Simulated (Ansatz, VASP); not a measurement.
Two plane-wave programs on Sb

The input POSCAR:

```
Sb
1.0
    2.1542000000      1.2437279499      3.7580000000
   -2.1542000000      1.2437279499      3.7580000000
    0.0000000000     -2.4874558998      3.7580000000
Sb
2
Direct
    0.7665100000      0.7665100000      0.7665100000
    0.2334900000      0.2334900000      0.2334900000
```

INCAR.step1

```
SYSTEM = Sb
  PREC = Accurate
  ENCUT = 550
  ISMEAR = -1
  SIGMA = 0.05
  LREAL = .False.
  LASPH = .True.
  NELM = 120
  NBANDS = 22
  GGA = PE
  ALGO = Normal
  EDIFF = 1E-5
  LWAVE = .True.
  LCHARG = .False.
  GGA_COMPAT = .False.
```

The input INCAR.step2:

```
SYSTEM = Sb
  PREC = Accurate
  ENCUT = 550
  EDIFF = 1E-6
  ISMEAR = -1
  SIGMA = 0.05
  LREAL = .False.
  LASPH = .True.
  NELM = 120
  ALGO = Normal
  ISIF = 2
  LWAVE = .False.
  LCHARG = .False.
  METAGGA = R2SCAN
  LMIXTAU = .True.
  NBANDS = 22
  ISTART = 1
  GGA_COMPAT = .False.
```

KPOINTS

```
Automatic mesh
0
Gamma
  4 4 4
  0 0 0
```

input.yaml

```yaml
crystal:
  lattice:
    - [2.1542, 1.2437279499, 3.758]
    - [-2.1542, 1.2437279499, 3.758]
    - [0.0, -2.4874558998, 3.758]
  atoms:
    - { symbol: Sb, position: [0.76651, 0.76651, 0.76651] }
    - { symbol: Sb, position: [0.23349, 0.23349, 0.23349] }
hamiltonian:
  xc: r2scan
  pseudopotentials: { kind: paw }
kpoints:
  mp_grid: { grid: [4, 4, 4] }
  band_path:
    path:
      - [[0.0, 0.0, 0.0], [0.5, 0.0, 0.0], [0.5, 0.2396873643, -0.2396873643]]
      - [[0.7603126357, 0.5, 0.2396873643], [0.5, 0.5, 0.5], [0.0, 0.0, 0.0], [0.3698436821, 0.0, -0.3698436821]]
      - [[0.6301563179, 0.3698436821, 0.0], [0.5, 0.5, 0.0], [0.6301563179, 0.6301563179, 0.2396873643], [0.5, 0.5, 0.5]]
      - [[0.5, 0.0, 0.0], [0.7603126357, 0.3698436821, 0.3698436821]]
    npoints: 14
scf:
  occupations: { method: fermi_dirac, width: 0.05 }
  n_extra_bands: 6
output:
  forces: true
  stress: true
  eigenvalues: true
  fatbands: false
```

Alike in both runs: functional r2SCAN; k mesh 4 × 4 × 4; occupations fermi-dirac, width 0.05 eV; no spin polarisation.

|  | VASP | Ansatz |
| --- | --- | --- |
| version | VASP 6.6.1 | Ansatz 0.2.0 |
| potentials or method | VASP PAW PBE potentials, release 64 (Sb_d_GW) | Ansatz PAW |
| plane-wave cutoff (eV) | 550 | 500 |
| valence electrons in the cell | 30 | 30 |
| task | single point | band structure |

|  | VASP | Ansatz | Ansatz less VASP |
| --- | --- | --- | --- |
| gap on the k mesh at the Fermi level (eV) | 0.23 | 0.23 | -0.002 |
| least direct gap on the mesh (eV) | 0.34 | 0.34 | +0.002 |
| pressure (GPa) | 1.7 | 1.8 | +0.03 |
| traceless stress, the component that is largest in VASP (GPa) | -0.56 | -0.55 | +0.010 |
| rms of the force components (eV/Å) | 0.116 | 0.124 | +0.0076 |

VASP's potentials were made for PBE, not for r2SCAN. Atom by atom the forces differ by 0.008 eV/Å (rms over components).

The k mesh is coarse, so the values compare programs but aren't converged. Spin-orbit coupling is off throughout. Noted on Ansatz's run: the k mesh misses the band edges, so the gap on the mesh is wider than the one along the path.
